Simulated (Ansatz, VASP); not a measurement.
**Two plane-wave programs on Zr2SeS2**

File INCAR:

```
SYSTEM = Zr2SeS2
ALGO = Normal
EDIFF = 1E-7
EDIFFG = -0.04
ENCUT = 600
GGA = PE
IBRION = 2
ISIF = 3
ISMEAR = 0
LASPH = .True.
LCHARG = .False.
LREAL = .False.
LWAVE = .False.
NELM = 60
NSW = 90
PREC = Accurate
SIGMA = 0.1
```

File KPOINTS:

```
k-points
0
Gamma
  6 6 4
  0 0 0
```

Contents of POSCAR:

```
Zr2SeS2
1.0
    4.5193165600      0.0000000000      0.0000000000
   -2.2596582800      3.9138429500      0.0000000000
    0.0000000000      0.0000000000      7.4345836100
Zr Se S
2 1 2
Direct
    0.3333333300      0.6666666700      0.6200000000
    0.6666666700      0.3333333300      0.3800000000
    0.0000000000      0.0000000000      0.0000000000
    0.3333333300      0.6666666700      0.2599999900
    0.6666666700      0.3333333300      0.7400000100
```

Input for Ansatz:

```yaml
crystal:
  lattice:
    - [4.51931656, 0.0, 0.0]
    - [-2.25965828, 3.91384295, 0.0]
    - [0.0, 0.0, 7.43458361]
  atoms:
    - { symbol: Zr, position: [0.33333333, 0.66666667, 0.62] }
    - { symbol: Zr, position: [0.66666667, 0.33333333, 0.38] }
    - { symbol: Se, position: [0.0, 0.0, 0.0] }
    - { symbol: S, position: [0.33333333, 0.66666667, 0.25999999] }
    - { symbol: S, position: [0.66666667, 0.33333333, 0.74000001] }
basis:
  ecutwfc: 420
kpoints:
  mp_grid: { grid: [6, 6, 4] }
hamiltonian:
  xc: pbe
scf:
  occupations: { method: gaussian, width: 0.1 }
  lower_state_search: "off"
output:
  forces: true
  stress: true
  eigenvalues: true
relax:
  adjacent_minimum: "off"
  f_tol: 0.04
  max_steps: 70
  cell: { stress_tol: 0.4 }
```

Change from the starting cell: species swapped into the YbMn2Sb2 type (P-3m1, No. 164).

Alike in both runs: task relaxation of cell and atoms; functional PBE; k mesh 6 × 6 × 4; occupations gaussian, width 0.1 eV; no spin polarisation.

|  | VASP | Ansatz |
| --- | --- | --- |
| version | VASP 6.6.1 | Ansatz 0.2.0 |
| potentials or method | VASP PAW PBE potentials, release 64 (Zr_sv, Se, S), cutoff 600 eV | scalar-relativistic, plane waves, PAW |
| valence electrons in the cell | 42 | 52 |

VASP gave:

- gap on the k mesh at the Fermi level, each at its own relaxed structure (eV): none
- relaxed volume (Å³/atom): 21.24
- relaxed cell length with the largest relative difference (Å): 6.456

Task: What did Ansatz give for the same quantities?

Result: gap on the k mesh at the Fermi level, each at its own relaxed structure (eV): none; relaxed volume (Å³/atom): 21.17; relaxed cell length with the largest relative difference (Å): 6.446.

A gap of «none» marks a metal or a gap that the smearing closes. VASP's potentials hold 42 valence electrons a cell and Ansatz's 52, so a difference there can come from the potentials and not from the codes.

Noted on VASP's run: the volume moved by over 15 % at a fixed basis, so the end points are rough.
